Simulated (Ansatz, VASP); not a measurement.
**Two plane-wave programs on ZrB2**

The input INCAR:

```
  PREC = Accurate
  ENCUT = 600
  EDIFF = 1E-6
  ISMEAR = 0
  SIGMA = 0.2
  LREAL = F
  LASPH = T
  NELM = 100
  ALGO = Normal
  ISIF = 3
  LWAVE = F
  LCHARG = F
  GGA = PE
  IBRION = 2
  NSW = 80
  EDIFFG = -0.025
```

The input KPOINTS:

```
regular mesh
0
Gamma
  6 6 4
```

File POSCAR:

```
ZrB2
1.0
    3.1855054458      0.0170561774     -0.0019017591
   -1.5779816450      2.7366068066     -0.0171207009
   -0.0042461762     -0.0465916420      7.1424065944
Zr B
2 4
Direct
    0.0000914196      0.0172500829     -0.0006954461
   -0.0094606217     -0.0071239260      0.4923662322
    0.3196664508      0.6591427457      0.2563519290
    0.3567081483      0.6606860118      0.7469910212
    0.6560185269      0.3220717831      0.2550260719
    0.6769760760      0.3479733025      0.7499601918
```

Input for Ansatz:

```yaml
crystal:
  lattice:
    - [3.1855054458, 0.0170561774, -0.0019017591]
    - [-1.577981645, 2.7366068066, -0.0171207009]
    - [-0.0042461762, -0.046591642, 7.1424065944]
  atoms:
    - { symbol: Zr, position: [9.14196e-05, 0.0172500829, -0.0006954461] }
    - { symbol: Zr, position: [-0.0094606217, -0.007123926, 0.4923662322] }
    - { symbol: B, position: [0.3196664508, 0.6591427457, 0.256351929] }
    - { symbol: B, position: [0.3567081483, 0.6606860118, 0.7469910212] }
    - { symbol: B, position: [0.6560185269, 0.3220717831, 0.2550260719] }
    - { symbol: B, position: [0.676976076, 0.3479733025, 0.7499601918] }
basis:
  ecutwfc: 420
kpoints:
  mp_grid: { grid: [6, 6, 4] }
hamiltonian:
  xc: pbe
scf:
  occupations: { method: gaussian, width: 0.2 }
  lower_state_search: "off"
output:
  forces: true
  stress: true
  eigenvalues: true
relax:
  adjacent_minimum: "off"
  f_tol: 0.025
  max_steps: 60
  cell: { stress_tol: 0.25 }
```

Change from the starting cell: cell x2, atoms moved at random (sigma 0.05 Å) and cell strained at random (1.5 %), then relaxed without symmetry.

Alike in both runs: task relaxation of cell and atoms; functional PBE; k mesh 6 × 6 × 4; occupations gaussian, width 0.2 eV; no spin polarisation.

```csv
,VASP,Ansatz
version,VASP 6.6.1,Ansatz 0.2.0
potentials or method,"VASP PAW PBE potentials, release 64 (Zr_sv, B), cutoff 600 eV","scalar-relativistic, plane waves, PAW"
valence electrons in the cell,36,36
```

|  | VASP | Ansatz | Ansatz less VASP |
| --- | --- | --- | --- |
| gap on the k mesh at the Fermi level, each at its own relaxed structure (eV) | none | none | - |
| relaxed volume (Å³/atom) | 10.29 | 10.29 | -0.004 |
| relaxed cell length with the largest relative difference (Å) | 7.069 | 7.067 | -0.0023 |

A gap of «none» marks a metal or a gap that the smearing closes.

The k mesh is coarse, so the values compare programs but aren't converged.
